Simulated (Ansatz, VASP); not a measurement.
TiAl: VASP beside Ansatz

The input INCAR:

```
SYSTEM = TiAl
  PREC = Accurate
  ENCUT = 500
  EDIFF = 1E-6
  ISMEAR = -1
  SIGMA = 0.15
  LREAL = .FALSE.
  LASPH = .TRUE.
  NELM = 120
  ALGO = Normal
  ISIF = 2
  LWAVE = .FALSE.
  LCHARG = .FALSE.
  GGA = PS
  NBANDS = 14
  GGA_COMPAT = .FALSE.
```

KPOINTS

```
Automatic mesh
0
G
  7 7 7
  0 0 0
```

File POSCAR:

```
TiAl
1.0
    3.2145826691      0.0000000000      0.0000000000
    0.0000000000      3.2145826691      0.0000000000
    0.0000000000      0.0000000000      3.2145826691
Ti Al
1 1
Direct
    0.5000000000      0.5000000000      0.5000000000
    0.0000000000      0.0000000000      0.0000000000
```

Input for Ansatz:

```yaml
crystal:
  lattice:
    - [3.2145826691243156, 1.2605092821153876e-18, 7.99712761938646e-19]
    - [-2.9052183983193225e-17, 3.2145826691243182, -6.380902627132152e-16]
    - [-3.693423444785889e-17, -1.0477979290180026e-15, 3.2145826691243147]
  atoms:
    - { symbol: Ti, position: [0.5, 0.5000000000000001, 0.5000000000000001] }
    - { symbol: Al, position: [-1.2680667504620383e-33, 1.0708156347180651e-33, -6.890784293322192e-33] }
kpoints:
  mp_grid:
    grid: [7, 7, 7]
hamiltonian:
  xc: pbesol
  pseudopotentials:
    kind: paw
scf:
  occupations:
    method: fermi_dirac
    width: 0.15
output:
  forces: true
  stress: true
```

Alike in both runs: task single point; functional PBEsol; k mesh 7 × 7 × 7; occupations fermi-dirac, width 0.15 eV; no spin polarisation.

```csv
,VASP,Ansatz
version,VASP 6.6.1,Ansatz 0.2.0
potentials or method,"VASP PAW PBE potentials, release 64 (Ti_sv, Al)","plane waves, PAW"
plane-wave cutoff (eV),500,420
valence electrons in the cell,15,15
```

Ansatz gave:

- pressure (GPa): -5.3

What did VASP give for the same quantities?

Pressure (GPa): -5.4.

VASP's potentials were made for PBE, not for PBEsol.
